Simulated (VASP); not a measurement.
# C (P6_3/mmc) in VASP: single point with LDA

Aim: the single point of C with LDA.

Everything below comes from runs of VASP 6.6.1. Logs are shortened: lines on timing, memory, paths and dates and some standing lists are left out, and cuts for length are marked.

### 1 The cell of the first run

Symmetry: P6_3/mmc, No. 194, hexagonal system. The conventional cell has a = 1.695 Å, b = 1.695 Å, c = 12.104 Å, α = 90.00°, β = 90.00°, γ = 120.00°. C (site symmetry -3m) has 6 C at 1.70 Å within 2.3 Å. Within 2.3 Å of C (site symmetry -6m2) lie 6 C at 1.70 Å.

### 2 Single point, LDA

Input file INCAR:

```
SYSTEM = C
  ALGO = Normal
  EDIFF = 1E-6
  ENCUT = 520
  GGA = CA
  ISIF = 2
  ISMEAR = -1
  LASPH = .TRUE.
  LCHARG = .FALSE.
  LREAL = .FALSE.
  LWAVE = .FALSE.
  NBANDS = 16
  NELM = 60
  PREC = Accurate
  SIGMA = 0.1
```

Input file KPOINTS:

```
k-points
0
G
  28 28 4
  0 0 0
```

Input file POSCAR:

```
C
1.0
    1.6953167673      0.0000000000      0.0000000000
   -0.8476583836      1.4681873880      0.0000000000
    0.0000000000      0.0000000000     12.1038970969
C
4
Direct
    0.0000000000      1.0000000000      0.0000000000
    1.0000000000      1.0000000000      0.5000000000
    0.3333333333      0.6666666667      0.2500000000
    0.6666666667      0.3333333333      0.7500000000
```

Potentials or basis: VASP PAW LDA potentials, release 64 (C).

Command:

```bash
$ cat potpaw_LDA.64/C/POTCAR > POTCAR
$ mpirun -np 1 vasp_std > vasp.out
```

OUTCAR:

```text
SYSTEM = C
   EDIFF = 1E-6
   ENCUT = 520
   GGA = CA
   ISIF = 2
   ISMEAR = -1
   LASPH = .TRUE.
   LREAL = .FALSE.
   NELM = 60
   PREC = Accurate

 ion  position               nearest neighbor table
   1  0.000  0.000  0.000-
   2  0.000  0.000  0.500-
   3  0.333  0.667  0.250-
   4  0.667  0.333  0.750-

  LATTYP: Found a hexagonal cell.
 ALAT       =     1.6953167673
 C/A-ratio  =     7.1396079661

  Lattice vectors:

 A1 = (   1.6953167673,   0.0000000000,   0.0000000000)
 A2 = (  -0.8476583836,   1.4681873880,   0.0000000000)
 A3 = (   0.0000000000,   0.0000000000,  12.1038970969)

Analysis of symmetry for initial positions (statically):
=====================================================================
 Subroutine PRICEL returns:
 Original cell was already a primitive cell.

 Routine SETGRP: Setting up the symmetry group for a
 hexagonal supercell.

 Subroutine GETGRP returns: Found 24 space group operations
 (whereof 12 operations were pure point group operations)
 out of a pool of 24 trial point group operations.

The static configuration has the point symmetry D_3d.
 The point group associated with its full space group is D_6h.

Analysis of symmetry for dynamics (positions and initial velocities):
=====================================================================
 Subroutine PRICEL returns:
 Original cell was already a primitive cell.

 Routine SETGRP: Setting up the symmetry group for a
 hexagonal supercell.

 Subroutine GETGRP returns: Found 24 space group operations
 (whereof 12 operations were pure point group operations)
 out of a pool of 24 trial point group operations.

The dynamic configuration has the point symmetry D_3d.
 The point group associated with its full space group is D_6h.

 Subroutine INISYM returns: Found 24 space group operations
 (whereof 12 operations are pure point group operations),
 and found     1 'primitive' translations

----------------------------------------------------------------------------------------

                                     Primitive cell

  volume of cell :      30.1271

  direct lattice vectors                    reciprocal lattice vectors
     1.695316767  0.000000000  0.000000000     0.589860266  0.340555984  0.000000000
    -0.847658384  1.468187388  0.000000000     0.000000000  0.681111967  0.000000000
     0.000000000  0.000000000 12.103897097     0.000000000  0.000000000  0.082618019

  length of vectors
     1.695316767  1.695316767 12.103897097     0.681111967  0.681111967  0.082618019

  position of ions in fractional coordinates (direct lattice)
     0.000000000  0.000000000  0.000000000
     0.000000000  0.000000000  0.500000000
     0.333333333  0.666666667  0.250000000
     0.666666667  0.333333333  0.750000000

  ion indices of the primitive-cell ions
   primitive index   ion index
                 1           1
                 2           2
                 3           3
                 4           4

----------------------------------------------------------------------------------------

 KPOINTS: k-points

Automatic generation of k-mesh.
 Grid dimensions read from file:
 generate k-points for:   28   28    4

 Generating k-lattice:

  Cartesian coordinates                     Fractional coordinates (reciprocal lattice)
     0.021066438  0.012162714  0.000000000     0.035714286 -0.000000000  0.000000000
     0.000000000  0.024325427  0.000000000     0.000000000  0.035714286  0.000000000
     0.000000000  0.000000000  0.020654505     0.000000000  0.000000000  0.250000000

  Length of vectors
     0.024325427  0.024325427  0.020654505

  Shift w.r.t. Gamma in fractional coordinates (k-lattice)
     0.000000000  0.000000000  0.000000000

 Subroutine IBZKPT returns following result:
 ===========================================

 Found    240 irreducible k-points:

 Following reciprocal coordinates:
            Coordinates               Weight
  0.000000  0.000000  0.000000      1.000000
  0.035714  0.000000  0.000000      6.000000
  0.071429  0.000000  0.000000      6.000000
  0.107143  0.000000  0.000000      6.000000
  0.142857  0.000000  0.000000      6.000000
  0.178571  0.000000  0.000000      6.000000
[... 16 lines left out ...]
  0.285714  0.035714  0.000000     12.000000
  0.321429  0.035714  0.000000     12.000000
 [... further k-points ...]
   k-points           NKPTS =    240   k-points in BZ     NKDIM =    240   number of bands    NBANDS=     16
   number of dos      NEDOS =    301   number of ions     NIONS =      4
   total plane-waves  NPLWV =  17640
   dimension x,y,z NGX =    14 NGY =   14 NGZ =   90
   dimension x,y,z NGXF=    28 NGYF=   28 NGZF=  180
   ions per type =               4
   NGX,Y,Z   is equivalent  to a cutoff of  13.73, 13.73, 12.36 a.u.
   NGXF,Y,Z  is equivalent  to a cutoff of  27.46, 27.46, 24.72 a.u.
 SYSTEM =  C
   PREC   = accura    normal or accurate (medium, high low for compatibility)
   ISTART =      0    job   : 0-new  1-cont  2-samecut
   ICHARG =      2    charge: 1-file 2-atom 10-const
   ISPIN  =      1    spin polarized calculation?
   LNONCOLLINEAR =      F non collinear calculations
   LSORBIT =      F    spin-orbit coupling
   LASPH  =      T    aspherical Exc in radial PAW
   ENCUT  =  520.0 eV  38.22 Ry    6.18 a.u.   3.15  3.15 22.51*2*pi/ulx,y,z
   NELM   =     60;   NELMIN=  2; NELMDL= -5     # of ELM steps
   EDIFF  = 0.1E-05   stopping-criterion for ELM
   LREAL  =      F    real-space projection
   EDIFFG = 0.1E-04   stopping-criterion for IOM
   NSW    =      0    number of steps for IOM
   IBRION =     -1    ionic relax: 0-MD 1-quasi-New 2-CG
   NFREE  =      0    steps in history (QN), initial steepest desc. (CG)
   ISIF   =      2    stress and relaxation
   ISYM   =      2    0-nonsym 1-usesym 2-fastsym
   POTIM  = 0.5000    time-step for ionic-motion
   TEBEG  =    0.0;   TEEND  =   0.0 temperature during run
   PSTRESS=    0.0 pullay stress
   NELECT =      16.0000    total number of electrons
   NUPDOWN=      -1.0000    fix difference up-down
   EMIN   =  10.00;   EMAX   =-10.00  energy-range for DOS
   EFERMI =   0.00;   METHOD = LEGACY
   ISMEAR =    -1;   SIGMA  =   0.10  broadening in eV -4-tet -1-fermi 0-gaus
   EFERMI_NEDOS =   21; number of points for ismear=-14 and -15
   IALGO  =     38    algorithm
   IMIX   =      4    mixing-type and parameters
     AMIX     =   0.40;   BMIX     =  1.00
     AMIX_MAG =   1.60;   BMIX_MAG =  1.00
  volume/ion in A,a.u.               =       7.53        50.83
  Fermi-wavevector in a.u.,A,eV,Ry     =   1.325752  2.505308 23.913851  1.757618
  Thomas-Fermi vector in A             =   2.455190
   LORBIT       =      0    0 simple, 1 ext, 2 COOP (PROOUT), +10 PAW based schemes
   GGA     = CA    functional components
   LHFCALC =     F    Hartree Fock is set to
   AEXX    =    0.0000 exact exchange contribution
   IVDW    =     0    specifies the selected vdW correction
   LEPSILON=     F    determine dielectric tensor
   LRPA    =     F    only Hartree local field effects (RPA)
 non-spin polarized calculation
  energy-cutoff  :      520.00
  volume of cell :       30.13
 maximum number of plane-waves:       834
 NGX is ok and might be reduce to    14
   NGX =  7   NGY =  7   NGZ = 45

 number of electron      16.0000002 magnetization

 Free energy of the ion-electron system (eV)
  ---------------------------------------------------
  ext. energy  EPLUGINS =         0.00000000
  ---------------------------------------------------
  free energy    TOTEN  =       -24.76566137 eV

  energy without entropy =      -24.73114126  energy(sigma->0) =      -24.74840132

 E-fermi :   7.3605     XC(G=0): -11.9659

 val. band max:        7.3473841362   @ k =   0.2143   0.2143   0.5000
 cond. band min:       7.3700450171   @ k =   0.3214   0.1071   0.0000
 fundamental gap:      0.0226608808
 Fermi energy:         7.3605019420

 k-point     1 :       0.0000    0.0000    0.0000
  band No.  band energies     occupation
      1     -14.5551      2.00000
      2     -14.2754      2.00000
      3     -14.2754      2.00000
      4     -13.9607      2.00000
      5      -3.1167      2.00000
      6      -1.6747      2.00000
[... 8 lines left out ...]
     15      23.8364      0.00000
     16      23.8384      0.00000

 k-point     2 :       0.0357    0.0000    0.0000
  band No.  band energies     occupation
      1     -14.4887      2.00000
      2     -14.2098      2.00000
      3     -14.2098      2.00000
      4     -13.8962      2.00000
      5      -3.0345      2.00000
      6      -1.5945      2.00000
[... 8 lines left out ...]
     15      23.6347      0.00000
     16      23.6611      0.00000

 k-point     3 :       0.0714    0.0000    0.0000
  band No.  band energies     occupation
      1     -14.2896      2.00000
      2     -14.0132      2.00000
      3     -14.0132      2.00000
      4     -13.7028      2.00000
      5      -2.7882      2.00000
      6      -1.3544      2.00000
[... 8 lines left out ...]
     15      23.0308      0.00000
     16      23.0652      0.00000

 k-point     4 :       0.1071    0.0000    0.0000
  band No.  band energies     occupation
      1     -13.9582      2.00000
      2     -13.6860      2.00000
      3     -13.6860      2.00000
      4     -13.3811      2.00000
      5      -2.3788      2.00000
      6      -0.9555      2.00000
[... 8 lines left out ...]
     15      22.0828      0.00000
     16      22.1273      0.00000

 k-point     5 :       0.1429    0.0000    0.0000
  band No.  band energies     occupation
      1     -13.4954      2.00000
      2     -13.2291      2.00000
      3     -13.2290      2.00000
      4     -12.9318      2.00000
      5      -1.8080      2.00000
      6      -0.4000      2.00000
[... 8 lines left out ...]
     15      20.8986      0.00000
     16      21.3249      0.00000

 k-point     6 :       0.1786    0.0000    0.0000
  band No.  band energies     occupation
      1     -12.9027      2.00000
      2     -12.6439      2.00000
      3     -12.6439      2.00000
      4     -12.3561      2.00000
      5      -1.0784      2.00000
      6       0.3088      2.00000
[... 8 lines left out ...]
     15      19.7072      0.00000
     16      21.4123      0.00000
[... 267 lines left out ...]
 k-point    21 :       0.2143    0.0357    0.0000
  band No.  band energies     occupation
      1     -11.7259      2.00000
      2     -11.4819      2.00000
      3     -11.4819      2.00000
      4     -11.2125      2.00000
      5       0.3637      2.00000
      6       1.7049      2.00000
[... 8 lines left out ...]
     15      19.1629      0.00000
     16      19.9777      0.00000

 k-point    22 :       0.2500    0.0357    0.0000
  band No.  band energies     occupation
      1     -10.8212      2.00000
      2     -10.5888      2.00000
      3     -10.5887      2.00000
      4     -10.3337      2.00000
      5       1.4660      2.00000
      6       2.7659      2.00000
[... 8 lines left out ...]
     15      19.0924      0.00000
     16      19.2508      0.00000

 k-point    23 :       0.2857    0.0357    0.0000
  band No.  band energies     occupation
      1      -9.8022      2.00000
      2      -9.5834      2.00000
      3      -9.5834      2.00000
      4      -9.3446      2.00000
      5       2.6996      2.00000
      6       3.9434      2.00000
[... 8 lines left out ...]
     15      18.5453      0.00000
     16      18.5966      0.00000

 k-point    24 :       0.3214    0.0357    0.0000
  band No.  band energies     occupation
      1      -8.6817      2.00000
      2      -8.4787      2.00000
      3      -8.4786      2.00000
      4      -8.2588      2.00000
      5       4.0439      2.00000
      6       5.2041      2.00000
[... 8 lines left out ...]
     15      18.0022      0.00000
     16      18.0310      0.00000

 [... further k-points ...]

------------------------ aborting loop because EDIFF is reached ----------------------------------------

  FORCE on cell =-STRESS in cart. coord.  units (eV):
  Direction    XX          YY          ZZ          XY          YZ          ZX
  --------------------------------------------------------------------------------------
  -------------------------------------------------------------------------------------
  Total       -0.2072407     -0.2072407     -0.0289550     -0.0000000     -0.0000000      0.0000000
  in kB      -11.0211818    -11.0211818     -1.5398450     -0.0000000     -0.0000000      0.0000000
  external PRESSURE =      -7.8607362 kB  Pullay stress =       0.0000000 kB

 VOLUME and BASIS-vectors are now :
 -----------------------------------------------------------------------------
  energy-cutoff  :      520.00
  volume of cell :       30.13
      direct lattice vectors                 reciprocal lattice vectors
     1.695316767  0.000000000  0.000000000     0.589860266  0.340555984  0.000000000
    -0.847658384  1.468187388  0.000000000     0.000000000  0.681111967  0.000000000
     0.000000000  0.000000000 12.103897097     0.000000000  0.000000000  0.082618019

 POSITION                                       TOTAL-FORCE (eV/Angst)
 -----------------------------------------------------------------------------------
      0.00000      0.00000      0.00000         0.000000      0.000000      0.000000
      0.00000      0.00000      6.05195         0.000000      0.000000      0.000000
     -0.00000      0.97879      3.02597        -0.000000      0.000000     -0.000000
      0.84766      0.48940      9.07792         0.000000     -0.000000      0.000000
 -----------------------------------------------------------------------------------
    total drift:                               -0.000000      0.000000      0.000000

  FREE ENERGIE OF THE ION-ELECTRON SYSTEM (eV)
  ---------------------------------------------------
  free  energy   TOTEN  =       -24.7656613709 eV

  energy  without entropy=      -24.7311412596  energy(sigma->0) =      -24.74840132
```

Run time: 84 s. Hardware: 1 thread of Intel Xeon Platinum 8259CL at 2.50GHz (Skylake/Cascade Lake), shared host; peak memory 0.19 GiB.

What came out:

```
Free energy            : -24.7657 eV
Pressure               : -0.8 GPa
Band gap on the k mesh : zero (bands 8 and 9 overlap by 2.39 eV)
```

Stress tensor (GPa, compression positive):
```
-1.10  0.00  0.00
 0.00 -1.10  0.00
 0.00  0.00 -0.15
```

Levels at points of the mesh, in eV from the Fermi level:
| k point | band 5 | band 6 | band 7 | band 8 | band 9 | band 10 | band 11 | band 12 |
| --- | --- | --- | --- | --- | --- | --- | --- | --- |
| (0.00, 0.00, 0.00) | -10.48 | -9.04 | -9.04 | -7.18 | 3.85 | 7.69 | 7.69 | 12.93 |
| (0.50, 0.00, 0.00) | -4.89 | -4.74 | -4.73 | -4.57 | 1.90 | 2.29 | 2.34 | 2.73 |
| (0.00, 0.00, 0.50) | -10.08 | -10.08 | -7.79 | -7.79 | 4.97 | 4.97 | 10.98 | 10.98 |
| (0.50, 0.00, 0.50) | -4.85 | -4.85 | -4.62 | -4.62 | 2.02 | 2.02 | 2.60 | 2.60 |

The gap in the log of VASP goes by the Fermi energy; the results here count the filled bands.